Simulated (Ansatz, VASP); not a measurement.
**BN in VASP and in Ansatz**

INCAR

```
PREC = Accurate
ENCUT = 520
EDIFF = 1E-7
ISMEAR = 0
SIGMA = 0.02
LREAL = F
LASPH = T
NELM = 120
ALGO = Normal
ISIF = 2
LWAVE = F
LCHARG = F
GGA = CA
IBRION = 2
NSW = 60
EDIFFG = -0.002
GGA_COMPAT = F
NELMIN = 4
```

File KPOINTS:

```
regular mesh
0
Gamma
  9 9 6
```

File POSCAR:

```
BN
1.0
    2.5206985218      0.0000000000      0.0000000000
   -1.2603492609      2.1829889551      0.0000000000
    0.0000000000      0.0000000000      4.2369422297
B N
2 2
Direct
    0.3333333333      0.6666666667     -0.0002237443
    0.6666666667      0.3333333333      0.4997762557
    0.3333333333      0.6666666667      0.3742237443
    0.6666666667      0.3333333333      0.8742237443
```

Input for Ansatz:

```yaml
crystal:
  lattice:
    - [2.5206985218, 0.0, 0.0]
    - [-1.2603492609, 2.1829889551, 0.0]
    - [0.0, 0.0, 4.2369422297]
  atoms:
    - { symbol: B, position: [0.3333333333, 0.6666666667, -0.0002237443] }
    - { symbol: B, position: [0.6666666667, 0.3333333333, 0.4997762557] }
    - { symbol: "N", position: [0.3333333333, 0.6666666667, 0.3742237443] }
    - { symbol: "N", position: [0.6666666667, 0.3333333333, 0.8742237443] }
basis:
  ecutwfc: 420
kpoints:
  mp_grid: { grid: [9, 9, 6] }
hamiltonian:
  xc: lda
  pseudopotentials: { kind: paw, azcp: { folder: soft_1 } }
scf:
  occupations: { method: gaussian, width: 0.02 }
output:
  forces: true
  stress: true
  eigenvalues: true
relax:
  adjacent_minimum: "off"
  f_tol: 0.002
  max_steps: 40
```

Change from the starting cell: strained cell.

Alike in both runs: task relaxation of the atoms; functional LDA; k mesh 9 × 9 × 6; occupations gaussian, width 0.02 eV; no spin polarisation.

|  | VASP | Ansatz |
| --- | --- | --- |
| version | VASP 6.6.1 | Ansatz 0.2.0 |
| potentials or method | VASP PAW LDA potentials, release 64 (B, N), cutoff 520 eV | scalar-relativistic, plane waves, PAW |
| valence electrons in the cell | 16 | 16 |

```tsv
	VASP	Ansatz	Ansatz less VASP
gap on the k mesh at the Fermi level, each at its own relaxed structure (eV)	4.87	4.89	+0.027
```

Ansatz warns that its potentials were made for another functional, while VASP's fit it. LDA's correlation is that of Perdew and Zunger in VASP and of Perdew and Wang (1992) in Ansatz. Ansatz's warnings: stress scf threshold loose.
